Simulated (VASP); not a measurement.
# InSe: electric field gradients with PBE

Crystal: InSe.

```xyz
4
Lattice="5.8679 -2.0550 0.0000 5.8679 2.0550 0.0000 -1.5994 0.0000 4.1939" Properties=species:S:1:pos:R:3 pbc="T T T"
In   10.3665    0.0000    0.0210
In   -0.2301    0.0000    4.1730
Se    6.7188    0.0000    2.6925
Se    3.4176    0.0000    1.5014
```

This cell differs from its parent crystal: zz strain of -3 %.

| Quantity | Value |
| --- | --- |
| Program | VASP 6.6.1 |
| Task | electric field gradients |
| Functional | PBE |
| Potentials or basis | VASP PAW PBE potentials, release 64 (In_d, Se) |
| Cutoff | 520 eV |
| k mesh | 7 × 7 × 6 |
| Occupations | fermi-dirac, width 0.02 eV |
| Spin | no spin polarisation |
| Dipole correction | no |
| Further INCAR settings | ALGO = Normal; EDIFF = 1e-08; NBANDS = 27 |

```yaml
Pressure: 4.8 GPa
Largest_force: 1.027 eV/Å
Band_gap_on_the_k_mesh: 0.93 eV, indirect (least direct gap 1.29 eV)
```

Forces on the atoms (eV/Å):
```
In   0.187  0.000  0.508
In  -0.187  0.000 -0.508
Se  -0.901  0.000 -0.493
Se   0.901  0.000  0.493
```

Stress tensor (GPa, compression positive):
```
7.15 0.00 3.06
0.00 2.73 0.00
3.06 0.00 4.62
```

Levels at points of the mesh, in eV from the valence-band top:
| k point | band 15 | band 16 | band 17 | band 18 | band 19 | band 20 | band 21 | band 22 | band 23 | band 24 |
| --- | --- | --- | --- | --- | --- | --- | --- | --- | --- | --- |
| (0.00, 0.00, 0.00) | -4.08 | -2.87 | -2.51 | -1.75 | -1.31 | 2.84 | 3.49 | 4.38 | 4.67 | 5.32 |
| (0.00, 0.00, 0.50) | -2.20 | -1.78 | -1.69 | -1.26 | -0.44 | 1.06 | 2.43 | 3.24 | 3.65 | 5.42 |

Electric field gradients, principal values (V/Å²):
| atom | least | middle | greatest (by size) |
| --- | --- | --- | --- |
| 1 In | 93.055 | 98.216 | -191.271 |
| 2 In | 93.055 | 98.216 | -191.271 |
| 3 Se | -14.346 | -60.720 | 75.066 |
| 4 Se | -14.346 | -60.720 | 75.066 |

Wall time 4.5 min on 1 thread of Intel(R) Xeon(R) Platinum 8375C CPU @ 2.90GHz (Ice Lake), with other jobs on the host, peak memory 0.41 GiB.

Caveat: the cell differs from its parent crystal (zz strain of -3 %); without QUAD_EFG the Cq values of the log hold for a quadrupole moment of 1 mb, not for the nuclei; spin-orbit coupling is left out, which moves the levels of the heavy elements; forces of over 1 eV/Å act on the atoms, so gaps and moduli don't describe the material at rest. A k mesh can miss the band edges.
